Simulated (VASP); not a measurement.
# Bi (P6_3/mmc) in VASP: notebook, part 2 of 2

VASP 6.6.1. Earlier steps stand in the parts before.

## Step 6: Single point, r2SCAN (strain +0.030 along x and y, +0.030 along z)

File POSCAR:

```
Bi
1.0
    4.6751703087      0.0000000000      0.0000000000
   -2.3375851544      4.0488162543      0.0000000000
    0.0000000000      0.0000000000     12.1838700000
Bi
2
Direct
    0.3333333333      0.6666666667      0.2500000000
    0.6666666667      0.3333333333      0.7500000000
```

File INCAR.step1:

```
PREC = Accurate
ENCUT = 520
ISMEAR = 0
SIGMA = 0.15
LREAL = False
LASPH = True
NELM = 100
NBANDS = 22
GGA = PE
ALGO = Normal
EDIFF = 1E-4
LWAVE = True
LCHARG = False
```

File INCAR.step2:

```
PREC = Accurate
ENCUT = 520
EDIFF = 1E-6
ISMEAR = 0
SIGMA = 0.15
LREAL = False
LASPH = True
NELM = 100
ALGO = Normal
ISIF = 2
LWAVE = False
LCHARG = True
METAGGA = R2SCAN
LMIXTAU = True
LELF = True
LVHAR = True
NBANDS = 22
ISTART = 1
```

File KPOINTS:

```
Automatic mesh
0
Gamma
  12 12 4
```

Potentials or basis: VASP PAW PBE potentials, release 64 (Bi_d).

Run with:

```console
cat potpaw_PBE.64/Bi_d/POTCAR > POTCAR
cp INCAR.step1 INCAR
mpirun -np 1 vasp_std > vasp.out
cp INCAR.step2 INCAR
mpirun -np 1 vasp_std > vasp.out
```

OUTCAR:

```text
PREC = Accurate
   ENCUT = 520
   EDIFF = 1E-6
   ISMEAR = 0
   LREAL = False
   LASPH = True
   NELM = 100
   ISIF = 2
   METAGGA = R2SCAN
   ISTART = 1

 ion  position               nearest neighbor table
   1  0.333  0.667  0.250-
   2  0.667  0.333  0.750-

  LATTYP: Found a hexagonal cell.
 ALAT       =     4.6751703087
 C/A-ratio  =     2.6060804624

  Lattice vectors:

 A1 = (   4.6751703087,   0.0000000000,   0.0000000000)
 A2 = (  -2.3375851544,   4.0488162543,   0.0000000000)
 A3 = (   0.0000000000,   0.0000000000,  12.1838700000)

Analysis of symmetry for initial positions (statically):
=====================================================================
 Subroutine PRICEL returns:
 Original cell was already a primitive cell.

 Routine SETGRP: Setting up the symmetry group for a
 hexagonal supercell.

 Subroutine GETGRP returns: Found 24 space group operations
 (whereof 12 operations were pure point group operations)
 out of a pool of 24 trial point group operations.

The static configuration has the point symmetry D_3d.
 The point group associated with its full space group is D_6h.

Analysis of symmetry for dynamics (positions and initial velocities):
=====================================================================
 Subroutine PRICEL returns:
 Original cell was already a primitive cell.

 Routine SETGRP: Setting up the symmetry group for a
 hexagonal supercell.

 Subroutine GETGRP returns: Found 24 space group operations
 (whereof 12 operations were pure point group operations)
 out of a pool of 24 trial point group operations.

The dynamic configuration has the point symmetry D_3d.
 The point group associated with its full space group is D_6h.

 Subroutine INISYM returns: Found 24 space group operations
 (whereof 12 operations are pure point group operations),
 and found     1 'primitive' translations

[... 107 lines left out ...]
   EMIN   =  10.00;   EMAX   =-10.00  energy-range for DOS
   EFERMI =   0.00;   METHOD = LEGACY
   ISMEAR =     0;   SIGMA  =   0.15  broadening in eV -4-tet -1-fermi 0-gaus
   EFERMI_NEDOS =   21; number of points for ismear=-14 and -15
   IALGO  =     38    algorithm
   IMIX   =      4    mixing-type and parameters
     AMIX     =   0.40;   BMIX     =  1.00
     AMIX_MAG =   1.60;   BMIX_MAG =  1.00
  volume/ion in A,a.u.               =     115.31       778.17
  Fermi-wavevector in a.u.,A,eV,Ry     =   0.829491  1.567511  9.361560  0.688055
  Thomas-Fermi vector in A             =   1.942047
   LORBIT       =      0    0 simple, 1 ext, 2 COOP (PROOUT), +10 PAW based schemes
   METAGGA = R2SCAN    functional components
   LHFCALC =     F    Hartree Fock is set to
   AEXX    =    0.0000 exact exchange contribution
   IVDW    =     0    specifies the selected vdW correction
   LEPSILON=     F    determine dielectric tensor
   LRPA    =     F    only Hartree local field effects (RPA)
 non-spin polarized calculation
 Gauss-broadening in eV      SIGMA  =   0.15
  energy-cutoff  :      520.00
  volume of cell :      230.63
 maximum number of plane-waves:      6232
 NGX is ok and might be reduce to    36
   NGX = 17   NGY = 17   NGZ = 45

 number of electron      30.0000010 magnetization

 Free energy of the ion-electron system (eV)
  ---------------------------------------------------
  ext. energy  EPLUGINS =         0.00000000
  ---------------------------------------------------
  free energy    TOTEN  =      -111.49383699 eV

  energy without entropy =     -111.38832295  energy(sigma->0) =     -111.44107997

 E-fermi :  -1.5407     XC(G=0):  -5.3464

 val. band max:       -1.5448876667   @ k =   0.4167   0.0000   0.2500
 cond. band min:      -1.5297865167   @ k =   0.2500   0.0833   0.0000
 fundamental gap:      0.0151011500
 Fermi energy:        -1.5407281582

 k-point     1 :       0.0000    0.0000    0.0000
  band No.  band energies     occupation
      1     -25.0306      2.00000
      2     -25.0306      2.00000
      3     -25.0306      2.00000
      4     -25.0306      2.00000
      5     -24.9960      2.00000
      6     -24.9960      2.00000
[... 589 lines left out ...]
     21       4.4116      0.00000
     22       4.7181      0.00000

 [... further k-points ...]

------------------------ aborting loop because EDIFF is reached ----------------------------------------

  FORCE on cell =-STRESS in cart. coord.  units (eV):
  Direction    XX          YY          ZZ          XY          YZ          ZX
  --------------------------------------------------------------------------------------
  -------------------------------------------------------------------------------------
  Total       -6.2009663     -6.2009663     -0.5155957      0.0000000      0.0000000      0.0000000
  in kB      -43.0783634    -43.0783634     -3.5818642      0.0000000      0.0000000      0.0000000
  external PRESSURE =     -29.9128636 kB  Pullay stress =       0.0000000 kB

 VOLUME and BASIS-vectors are now :
 -----------------------------------------------------------------------------
  energy-cutoff  :      520.00
  volume of cell :      230.63
      direct lattice vectors                 reciprocal lattice vectors
     4.675170309  0.000000000  0.000000000     0.213895951  0.123492885  0.000000000
    -2.337585154  4.048816254  0.000000000     0.000000000  0.246985770  0.000000000
     0.000000000  0.000000000 12.183870000     0.000000000  0.000000000  0.082075728

 POSITION                                       TOTAL-FORCE (eV/Angst)
 -----------------------------------------------------------------------------------
     -0.00000      2.69921      3.04597        -0.000000      0.000000      0.000000
      2.33759      1.34961      9.13790         0.000000     -0.000000      0.000000
 -----------------------------------------------------------------------------------
    total drift:                               -0.000000      0.000000      0.000000

  FREE ENERGIE OF THE ION-ELECTRON SYSTEM (eV)
  ---------------------------------------------------
  free  energy   TOTEN  =      -111.4938369885 eV

  energy  without entropy=     -111.3883229467  energy(sigma->0) =     -111.44107997
```

It took 39 min on 1 thread of Oxide Virtual Turin-like, shared host; peak memory 0.46 GiB.

What came out:

```
Free energy            : -111.4938 eV
Pressure               : -3.0 GPa
Band gap on the k mesh : zero (bands 15 and 16 overlap by 1.94 eV)
```

Caveat: the cell differs from its parent crystal (strain +0.030 along x and y, +0.030 along z); the PAW data sets were made with another functional, which shifts forces and pressure a little; spin-orbit coupling is left out, which moves the levels of the heavy elements.

## Step 7: The runs side by side

```tsv
cell	gap on the mesh (eV)	pressure (GPa)
a = 4.675, b = 4.675, c = 11.652 Å, angles 90.0, 90.0, 120.0°, 2 atoms	none	-3.2
a = 4.675, b = 4.675, c = 11.829 Å, angles 90.0, 90.0, 120.0°, 2 atoms	none	-3.1
a = 4.471, b = 4.471, c = 11.829 Å, angles 90.0, 90.0, 120.0°, 2 atoms	none	-3.7
a = 4.539, b = 4.539, c = 11.652 Å, angles 90.0, 90.0, 120.0°, 2 atoms	none	-3.6
a = 4.675, b = 4.675, c = 12.184 Å, angles 90.0, 90.0, 120.0°, 2 atoms	none	-3.0
```

Alike in all rows: task single point; level r2SCAN; potentials or basis VASP PAW PBE potentials, release 64 (Bi_d); no spin polarisation; k mesh 12 × 12 × 4; cutoff (eV) 520; smearing gaussian 0.15 eV.

Caveats: the PAW data sets were made with another functional, which shifts forces and pressure a little; spin-orbit coupling is left out, which moves the levels of the heavy elements; the cell stands under tension (at least some runs).

Absolute energies hang on the potentials; compare differences alone.
